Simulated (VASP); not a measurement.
# HfN (Fm-3m) in VASP: a series of runs

Runs on HfN. Level: PBE. Tasks: single point.

Everything below comes from runs of VASP 6.6.1. Logs are shortened: lines on timing, memory, paths and dates and some standing lists are left out, and cuts for length are marked.

## (1) The cell of the first run

It takes space group Fm-3m (No. 225, cubic). Conventional cell: a = 4.324 Å, b = 4.324 Å, c = 4.324 Å, α = 90.00°, β = 90.00°, γ = 90.00°. Within 2.9 Å of Hf (site symmetry m-3m) lie 6 N at 2.16 Å. N (site symmetry m-3m) has 6 Hf at 2.16 Å within 2.9 Å.

## (2) Single point, PBE

The input, INCAR:

```
SYSTEM = HfN
PREC = Accurate
ENCUT = 520
EDIFF = 1E-7
ISMEAR = 1
SIGMA = 0.1
LREAL = .FALSE.
LASPH = .TRUE.
NELM = 100
ALGO = Normal
ISIF = 2
LWAVE = .FALSE.
LCHARG = .FALSE.
GGA = PE
NBANDS = 14
```

The input, KPOINTS:

```
Automatic mesh
0
G
  13 13 13
  0 0 0
```

The input, POSCAR:

```
HfN
1.0
    0.0000000000      2.1618886395      2.1618886395
    2.1618886395      0.0000000000      2.1618886395
    2.1618886395      2.1618886395      0.0000000000
Hf N
1 1
Direct
    0.0000000000      0.0000000000      0.0000000000
    0.5000000000      0.5000000000      0.5000000000
```

Potentials or basis: VASP PAW PBE potentials, release 64 (Hf_pv, N).

The run is started by

```console
$ cat potpaw_PBE.64/Hf_pv/POTCAR potpaw_PBE.64/N/POTCAR > POTCAR
$ mpirun -np 1 vasp_std > vasp.out
```

OUTCAR:

```text
SYSTEM = HfN
   PREC = Accurate
   ENCUT = 520
   EDIFF = 1E-7
   ISMEAR = 1
   LREAL = .FALSE.
   LASPH = .TRUE.
   NELM = 100
   ISIF = 2
   GGA = PE

 ion  position               nearest neighbor table
   1  0.000  0.000  0.000-   2 2.16   2 2.16   2 2.16   2 2.16   2 2.16   2 2.16
   2  0.500  0.500  0.500-   1 2.16   1 2.16   1 2.16   1 2.16   1 2.16   1 2.16

  LATTYP: Found a face centered cubic cell.
 ALAT       =     4.3237772790

  Lattice vectors:

 A1 = (   0.0000000000,   2.1618886395,   2.1618886395)
 A2 = (   2.1618886395,   0.0000000000,   2.1618886395)
 A3 = (   2.1618886395,   2.1618886395,   0.0000000000)

Analysis of symmetry for initial positions (statically):
=====================================================================
 Subroutine PRICEL returns:
 Original cell was already a primitive cell.

 Routine SETGRP: Setting up the symmetry group for a
 face centered cubic supercell.

 Subroutine GETGRP returns: Found 48 space group operations
 (whereof 48 operations were pure point group operations)
 out of a pool of 48 trial point group operations.

The static configuration has the point symmetry O_h .

Analysis of symmetry for dynamics (positions and initial velocities):
=====================================================================
 Subroutine PRICEL returns:
 Original cell was already a primitive cell.

 Routine SETGRP: Setting up the symmetry group for a
 face centered cubic supercell.

 Subroutine GETGRP returns: Found 48 space group operations
 (whereof 48 operations were pure point group operations)
 out of a pool of 48 trial point group operations.

The dynamic configuration has the point symmetry O_h .

 Subroutine INISYM returns: Found 48 space group operations
 (whereof 48 operations are pure point group operations),
 and found     1 'primitive' translations

----------------------------------------------------------------------------------------

                                     Primitive cell

  volume of cell :      20.2083

  direct lattice vectors                    reciprocal lattice vectors
     0.000000000  2.161888639  2.161888639    -0.231279258  0.231279258  0.231279258
     2.161888639  0.000000000  2.161888639     0.231279258 -0.231279258  0.231279258
     2.161888639  2.161888639  0.000000000     0.231279258  0.231279258 -0.231279258

  length of vectors
     3.057372234  3.057372234  3.057372234     0.400587425  0.400587425  0.400587425

  position of ions in fractional coordinates (direct lattice)
     0.000000000  0.000000000  0.000000000
     0.500000000  0.500000000  0.500000000

  ion indices of the primitive-cell ions
   primitive index   ion index
                 1           1
                 2           2

----------------------------------------------------------------------------------------

 KPOINTS: Automatic mesh

Automatic generation of k-mesh.
 Grid dimensions read from file:
 generate k-points for:   13   13   13

 Generating k-lattice:

  Cartesian coordinates                     Fractional coordinates (reciprocal lattice)
    -0.017790712  0.017790712  0.017790712     0.076923077  0.000000000  0.000000000
     0.017790712 -0.017790712  0.017790712     0.000000000  0.076923077  0.000000000
     0.017790712  0.017790712 -0.017790712     0.000000000  0.000000000  0.076923077

  Length of vectors
     0.030814417  0.030814417  0.030814417

  Shift w.r.t. Gamma in fractional coordinates (k-lattice)
     0.000000000  0.000000000  0.000000000

 Subroutine IBZKPT returns following result:
 ===========================================

 Found     84 irreducible k-points:

 Following reciprocal coordinates:
            Coordinates               Weight
  0.000000  0.000000  0.000000      1.000000
  0.076923  0.000000  0.000000      8.000000
  0.153846  0.000000  0.000000      8.000000
  0.230769  0.000000  0.000000      8.000000
  0.307692  0.000000  0.000000      8.000000
  0.384615  0.000000  0.000000      8.000000
[... 16 lines left out ...]
  0.384615  0.153846  0.000000     24.000000
  0.461538  0.153846  0.000000     24.000000
 [... further k-points ...]
   k-points           NKPTS =     84   k-points in BZ     NKDIM =     84   number of bands    NBANDS=     14
   number of dos      NEDOS =    301   number of ions     NIONS =      2
   total plane-waves  NPLWV =  13824
   dimension x,y,z NGX =    24 NGY =   24 NGZ =   24
   dimension x,y,z NGXF=    48 NGYF=   48 NGZF=   48
   ions per type =               1   1
   NGX,Y,Z   is equivalent  to a cutoff of  13.05, 13.05, 13.05 a.u.
   NGXF,Y,Z  is equivalent  to a cutoff of  26.10, 26.10, 26.10 a.u.
 SYSTEM =  HfN
   PREC   = accura    normal or accurate (medium, high low for compatibility)
   ISTART =      0    job   : 0-new  1-cont  2-samecut
   ICHARG =      2    charge: 1-file 2-atom 10-const
   ISPIN  =      1    spin polarized calculation?
   LNONCOLLINEAR =      F non collinear calculations
   LSORBIT =      F    spin-orbit coupling
   LASPH  =      T    aspherical Exc in radial PAW
   ENCUT  =  520.0 eV  38.22 Ry    6.18 a.u.   5.68  5.68  5.68*2*pi/ulx,y,z
   NELM   =    100;   NELMIN=  2; NELMDL= -5     # of ELM steps
   EDIFF  = 0.1E-06   stopping-criterion for ELM
   LREAL  =      F    real-space projection
   EDIFFG = 0.1E-05   stopping-criterion for IOM
   NSW    =      0    number of steps for IOM
   IBRION =     -1    ionic relax: 0-MD 1-quasi-New 2-CG
   NFREE  =      0    steps in history (QN), initial steepest desc. (CG)
   ISIF   =      2    stress and relaxation
   ISYM   =      2    0-nonsym 1-usesym 2-fastsym
   POTIM  = 0.5000    time-step for ionic-motion
   TEBEG  =    0.0;   TEEND  =   0.0 temperature during run
   PSTRESS=    0.0 pullay stress
   NELECT =      15.0000    total number of electrons
   NUPDOWN=      -1.0000    fix difference up-down
   EMIN   =  10.00;   EMAX   =-10.00  energy-range for DOS
   EFERMI =   0.00;   METHOD = LEGACY
   ISMEAR =     1;   SIGMA  =   0.10  broadening in eV -4-tet -1-fermi 0-gaus
   EFERMI_NEDOS =   21; number of points for ismear=-14 and -15
   IALGO  =     38    algorithm
   IMIX   =      4    mixing-type and parameters
     AMIX     =   0.40;   BMIX     =  1.00
     AMIX_MAG =   1.60;   BMIX_MAG =  1.00
  volume/ion in A,a.u.               =      10.10        68.19
  Fermi-wavevector in a.u.,A,eV,Ry     =   1.482274  2.801092 29.893868  2.197137
  Thomas-Fermi vector in A             =   2.596081
   LORBIT       =      0    0 simple, 1 ext, 2 COOP (PROOUT), +10 PAW based schemes
   GGA     = PE    functional components
   LHFCALC =     F    Hartree Fock is set to
   AEXX    =    0.0000 exact exchange contribution
   IVDW    =     0    specifies the selected vdW correction
   LEPSILON=     F    determine dielectric tensor
   LRPA    =     F    only Hartree local field effects (RPA)
 non-spin polarized calculation
 Methfessel and Paxton  Order N= 1 SIGMA  =   0.10
  energy-cutoff  :      520.00
  volume of cell :       20.21
 maximum number of plane-waves:       556
   NGX = 11   NGY = 11   NGZ = 11

 number of electron      14.9999999 magnetization

 Free energy of the ion-electron system (eV)
  ---------------------------------------------------
  ext. energy  EPLUGINS =         0.00000000
  ---------------------------------------------------
  free energy    TOTEN  =       -21.30663296 eV

  energy without entropy =      -21.30600272  energy(sigma->0) =      -21.30642288

 E-fermi :   9.7131     XC(G=0): -13.4398

 val. band max:        9.7014168865   @ k =   0.1538   0.0000   0.0000
 cond. band min:       9.7498296637   @ k =  -0.3846   0.3077   0.0000
 fundamental gap:      0.0484127773
 Fermi energy:         9.7130685861

 k-point     1 :       0.0000    0.0000    0.0000
  band No.  band energies     occupation
      1     -21.0157      2.00000
      2     -21.0157      2.00000
      3     -21.0157      2.00000
      4      -8.6811      2.00000
      5       6.4360      2.00000
      6       6.4360      2.00000
      7       6.4360      2.00000
      8       9.1654      2.00000
      9       9.1654      2.00000
     10       9.1654      2.00000
     11      11.9034      0.00000
     12      11.9034      0.00000
     13      12.7685      0.00000
     14      19.4947      0.00000

 k-point     2 :       0.0769    0.0000    0.0000
  band No.  band energies     occupation
      1     -21.1186      2.00000
      2     -21.0232      2.00000
      3     -21.0232      2.00000
      4      -8.4966      2.00000
      5       5.8088      2.00000
      6       6.0188      2.00000
      7       6.0188      2.00000
      8       9.3656      2.00001
      9       9.4011      2.00009
     10       9.4011      2.00009
     11      12.4510      0.00000
     12      12.4510      0.00000
     13      13.1823      0.00000
     14      20.0385      0.00000

 k-point     3 :       0.1538    0.0000    0.0000
  band No.  band energies     occupation
      1     -21.3921      2.00000
      2     -21.0436      2.00000
      3     -21.0436      2.00000
      4      -7.9856      2.00000
      5       4.5017      2.00000
      6       5.1539      2.00000
      7       5.1539      2.00000
      8       9.7014      1.19573
      9      10.0012     -0.00036
     10      10.0012     -0.00036
     11      13.7859      0.00000
     12      13.7859      0.00000
     13      14.1897      0.00000
     14      21.5000      0.00000
[... 324 lines left out ...]
 k-point    23 :       0.3846    0.1538    0.0000
  band No.  band energies     occupation
      1     -22.1583      2.00000
      2     -21.2481      2.00000
      3     -21.2318      2.00000
      4      -6.3505      2.00000
      5       1.5358      2.00000
      6       3.5550      2.00000
      7       4.0573      2.00000
      8       9.1456      2.00000
      9      13.7331      0.00000
     10      13.8809      0.00000
     11      15.8865      0.00000
     12      16.1878      0.00000
     13      19.5895      0.00000
     14      22.4157      0.00000

 k-point    24 :       0.4615    0.1538    0.0000
  band No.  band energies     occupation
      1     -22.3492      2.00000
      2     -21.3104      2.00000
      3     -21.2311      2.00000
      4      -5.8939      2.00000
      5       1.0414      2.00000
      6       3.1900      2.00000
      7       3.4958      2.00000
      8      10.2479     -0.00000
      9      14.1041      0.00000
     10      14.4106      0.00000
     11      16.5226      0.00000
     12      17.8981      0.00000
     13      20.0406      0.00000
     14      22.3215      0.00000

 [... further k-points ...]
[... 5 lines left out ...]
  --------------------------------------------------------------------------------------
  -------------------------------------------------------------------------------------
  Total        6.6253938      6.6253938      6.6253938      0.0000000      0.0000000     -0.0000000
  in kB      525.2817635    525.2817635    525.2817635      0.0000000      0.0000000     -0.0000000
  external PRESSURE =     525.2817635 kB  Pullay stress =       0.0000000 kB

 VOLUME and BASIS-vectors are now :
 -----------------------------------------------------------------------------
  energy-cutoff  :      520.00
  volume of cell :       20.21
      direct lattice vectors                 reciprocal lattice vectors
     0.000000000  2.161888639  2.161888639    -0.231279258  0.231279258  0.231279258
     2.161888639  0.000000000  2.161888639     0.231279258 -0.231279258  0.231279258
     2.161888639  2.161888639  0.000000000     0.231279258  0.231279258 -0.231279258

 POSITION                                       TOTAL-FORCE (eV/Angst)
 -----------------------------------------------------------------------------------
      0.00000      0.00000      0.00000         0.000000     -0.000000      0.000000
      2.16189      2.16189      2.16189        -0.000000      0.000000     -0.000000
 -----------------------------------------------------------------------------------
    total drift:                                0.000000     -0.000000     -0.000000

  FREE ENERGIE OF THE ION-ELECTRON SYSTEM (eV)
  ---------------------------------------------------
  free  energy   TOTEN  =       -21.3066329647 eV

  energy  without entropy=      -21.3060027173  energy(sigma->0) =      -21.30642288
```

It took 13 s on 1 thread of Intel Xeon Platinum 8488C (Sapphire Rapids), shared host; peak memory 0.15 GiB.

Results:

- Free energy: -21.3066 eV
- Pressure: 52.5 GPa

Caveat: spin-orbit coupling is left out, which moves the levels of the heavy elements.

## (3) Single point, PBE

This run uses another cell than the first one, of 10.56 Å³/atom, 1.045 times its volume.

The input, INCAR:

```
  ALGO = Normal
  EDIFF = 1E-6
  ENCUT = 520
  GGA = PE
  ISIF = 2
  ISMEAR = 1
  LASPH = True
  LCHARG = False
  LREAL = False
  LWAVE = False
  NBANDS = 14
  NELM = 100
  PREC = Accurate
  SIGMA = 0.1
```

The input, KPOINTS:

```
k-points
0
Gamma
  13 13 13
```

The input, POSCAR:

```
HfN
1.0
    0.0000000000      2.1941603919      2.1941603919
    2.1941603919      0.0000000000      2.1941603919
    2.1941603919      2.1941603919      0.0000000000
Hf N
1 1
Direct
    0.0000000000      0.0000000000      0.0000000000
    0.5000000000      0.5000000000      0.5000000000
```

Potentials or basis: VASP PAW PBE potentials, release 64 (Hf_pv, N).

The run is started by

```console
$ cat potpaw_PBE.64/Hf_pv/POTCAR potpaw_PBE.64/N/POTCAR > POTCAR
$ mpirun -np 1 vasp_std > vasp.out
```

OUTCAR:

```text
EDIFF = 1E-6
   ENCUT = 520
   GGA = PE
   ISIF = 2
   ISMEAR = 1
   LASPH = True
   LREAL = False
   NELM = 100
   PREC = Accurate

 ion  position               nearest neighbor table
   1  0.000  0.000  0.000-   2 2.19   2 2.19   2 2.19   2 2.19   2 2.19   2 2.19
   2  0.500  0.500  0.500-   1 2.19   1 2.19   1 2.19   1 2.19   1 2.19   1 2.19

  LATTYP: Found a face centered cubic cell.
 ALAT       =     4.3883207838

  Lattice vectors:

 A1 = (   0.0000000000,   2.1941603919,   2.1941603919)
 A2 = (   2.1941603919,   0.0000000000,   2.1941603919)
 A3 = (   2.1941603919,   2.1941603919,   0.0000000000)

Analysis of symmetry for initial positions (statically):
=====================================================================
 Subroutine PRICEL returns:
 Original cell was already a primitive cell.

 Routine SETGRP: Setting up the symmetry group for a
 face centered cubic supercell.

 Subroutine GETGRP returns: Found 48 space group operations
 (whereof 48 operations were pure point group operations)
 out of a pool of 48 trial point group operations.

The static configuration has the point symmetry O_h .

Analysis of symmetry for dynamics (positions and initial velocities):
=====================================================================
 Subroutine PRICEL returns:
 Original cell was already a primitive cell.

 Routine SETGRP: Setting up the symmetry group for a
 face centered cubic supercell.

 Subroutine GETGRP returns: Found 48 space group operations
 (whereof 48 operations were pure point group operations)
 out of a pool of 48 trial point group operations.

The dynamic configuration has the point symmetry O_h .

 Subroutine INISYM returns: Found 48 space group operations
 (whereof 48 operations are pure point group operations),
 and found     1 'primitive' translations

----------------------------------------------------------------------------------------

[... 116 lines left out ...]
   LORBIT       =      0    0 simple, 1 ext, 2 COOP (PROOUT), +10 PAW based schemes
   GGA     = PE    functional components
   LHFCALC =     F    Hartree Fock is set to
   AEXX    =    0.0000 exact exchange contribution
   IVDW    =     0    specifies the selected vdW correction
   LEPSILON=     F    determine dielectric tensor
   LRPA    =     F    only Hartree local field effects (RPA)
 non-spin polarized calculation
 Methfessel and Paxton  Order N= 1 SIGMA  =   0.10
  energy-cutoff  :      520.00
  volume of cell :       21.13
 maximum number of plane-waves:       578
   NGX = 11   NGY = 11   NGZ = 11

 number of electron      15.0000002 magnetization

 Free energy of the ion-electron system (eV)
  ---------------------------------------------------
  ext. energy  EPLUGINS =         0.00000000
  ---------------------------------------------------
  free energy    TOTEN  =       -21.55006648 eV

  energy without entropy =      -21.54952834  energy(sigma->0) =      -21.54988710

 E-fermi :   9.2861     XC(G=0): -13.1978

 val. band max:        9.2711941204   @ k =   0.1538   0.0000   0.0000
 cond. band min:       9.3198180482   @ k =  -0.3846   0.3077   0.0000
 fundamental gap:      0.0486239278
 Fermi energy:         9.2860944125

 k-point     1 :       0.0000    0.0000    0.0000
  band No.  band energies     occupation
      1     -21.6172      2.00000
      2     -21.6172      2.00000
      3     -21.6172      2.00000
      4      -8.8429      2.00000
      5       6.0589      2.00000
      6       6.0589      2.00000
      7       6.0589      2.00000
      8       8.7812      2.00000
      9       8.7812      2.00000
     10       8.7812      2.00000
     11      11.3704      0.00000
     12      11.3704      0.00000
     13      11.8631      0.00000
     14      18.9634      0.00000
[... 377 lines left out ...]
      1     -22.7552      2.00000
      2     -21.8710      2.00000
      3     -21.8040      2.00000
      4      -6.2648      2.00000
      5       0.8235      2.00000
      6       2.9357      2.00000
      7       3.2624      2.00000
      8       9.7960     -0.00000
      9      13.4308      0.00000
     10      13.7207      0.00000
     11      15.6954      0.00000
     12      17.0159      0.00000
     13      19.0662      0.00000
     14      21.4822      0.00000

 [... further k-points ...]
[... 5 lines left out ...]
  --------------------------------------------------------------------------------------
  -------------------------------------------------------------------------------------
  Total        4.3310656      4.3310656      4.3310656     -0.0000000     -0.0000000     -0.0000000
  in kB      328.4507334    328.4507334    328.4507334     -0.0000000     -0.0000000     -0.0000000
  external PRESSURE =     328.4507334 kB  Pullay stress =       0.0000000 kB

 VOLUME and BASIS-vectors are now :
 -----------------------------------------------------------------------------
  energy-cutoff  :      520.00
  volume of cell :       21.13
      direct lattice vectors                 reciprocal lattice vectors
     0.000000000  2.194160392  2.194160392    -0.227877598  0.227877598  0.227877598
     2.194160392  0.000000000  2.194160392     0.227877598 -0.227877598  0.227877598
     2.194160392  2.194160392  0.000000000     0.227877598  0.227877598 -0.227877598

 POSITION                                       TOTAL-FORCE (eV/Angst)
 -----------------------------------------------------------------------------------
      0.00000      0.00000      0.00000         0.000000      0.000000     -0.000000
      2.19416      2.19416      2.19416        -0.000000     -0.000000      0.000000
 -----------------------------------------------------------------------------------
    total drift:                                0.000000     -0.000000     -0.000000

  FREE ENERGIE OF THE ION-ELECTRON SYSTEM (eV)
  ---------------------------------------------------
  free  energy   TOTEN  =       -21.5500664803 eV

  energy  without entropy=      -21.5495283437  energy(sigma->0) =      -21.54988710
```

stdout:

```text
POSCAR found type information on POSCAR HfN
 POSCAR found :  2 types and       2 ions
 scaLAPACK will be used
 LDA part: xc-table for (Slater+PW92), standard interpolation
 POSCAR, INCAR and KPOINTS ok, starting setup
 FFT: planning ... GRIDC
 FFT: planning ... GRID_SOFT
 FFT: planning ... GRID
 WAVECAR not read
 entering main loop
```

Run time: 13 s. Hardware: 1 thread of Intel Xeon Platinum 8488C (Sapphire Rapids), shared host; peak memory 0.16 GiB.

What came out:

* Free energy: -21.5501 eV
* Pressure: 32.8 GPa

Caveat: spin-orbit coupling is left out, which moves the levels of the heavy elements.

[end of part 1 of 2]
